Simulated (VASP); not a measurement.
**HfC: single point with r2SCAN**

Crystal: HfC.

```
Hf C
1.0
     0.00000    2.34040    2.34040
     2.34040    0.00000    2.34040
     2.34040    2.34040    0.00000
Hf C
1 1
Direct
  0.50000 0.50000 0.50000
  0.00000 0.00000 0.00000
```

```
Program             : VASP 6.6.1
Task                : single point
Functional          : r2SCAN
Potentials or basis : VASP PAW PBE potentials, release 64 (Hf_pv, C)
Cutoff              : 520 eV
k mesh              : 10 × 10 × 10
Occupations         : fermi-dirac, width 0.05 eV
Spin                : no spin polarisation
```

The pressure is -7.1 GPa and the band gap on the k mesh is zero (band 7 reaches 6.74 eV, above the bottom of band 8 at 5.28 eV).

Levels at points of the mesh, in eV from the Fermi level:
| k point | band 4 | band 5 | band 6 | band 7 | band 8 | band 9 | band 10 | band 11 |
| --- | --- | --- | --- | --- | --- | --- | --- | --- |
| (0.00, 0.00, 0.00) | -13.01 | 0.92 | 0.92 | 0.92 | 1.55 | 1.55 | 1.55 | 3.40 |
| (0.50, 0.00, 0.00) | -9.38 | -6.30 | -3.15 | -3.15 | 5.45 | 5.45 | 5.99 | 6.81 |
| (0.50, 0.50, 0.00) | -11.14 | -2.90 | -1.63 | -0.27 | -0.27 | 5.27 | 6.83 | 6.83 |

It took 89 s on 1 thread of Intel(R) Xeon(R) Platinum 8259CL CPU @ 2.50GHz (Skylake/Cascade Lake), with other jobs on the host, peak memory 0.17 GiB.

Caveat: the PAW data sets were made with another functional, which shifts forces and pressure a little; spin-orbit coupling is left out, which moves the levels of the heavy elements.
